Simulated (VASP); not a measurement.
Runs of VASP 6.6.1 on Cr. The structure is that of space group Pm-3m (No. 221), or close to it. The cells are those of the table. 

```csv
cell,k mesh,gap on the mesh (eV),pressure (GPa)
"a = 2.352 Å, 1 atom",22 × 22 × 22,none,(c)
"a = 2.413 Å, 1 atom",15 × 15 × 15,none,-11.4
"a = 2.352 Å, 1 atom",13 × 13 × 13,none,-0.2
"a = 2.443 Å, 1 atom",15 × 15 × 15,none,(b)
"a = 2.254 Å, 1 atom",15 × 15 × 15,none,30.7
"a = 2.320 Å, 1 atom",15 × 15 × 15,none,8.6
"a = 2.288 Å, 1 atom",15 × 15 × 15,none,(a)
"a = 2.352 Å, 1 atom",15 × 15 × 15,none,0.5
```

Alike in all rows: task single point; level revPBE; potentials or basis VASP PAW PBE potentials, release 64 (Cr_pv); no spin polarisation; cutoff (eV) 520; smearing fermi-dirac 0.1 eV.

Fill in the values left out.

(a) 18.5; (b) -15.7; (c) 0.2.

Caveats: the PAW data sets were made with another functional, which shifts forces and pressure a little; the run has no spin polarisation, though such a crystal can be magnetic.

A gap of «none» marks levels without a gap at the run's occupations.
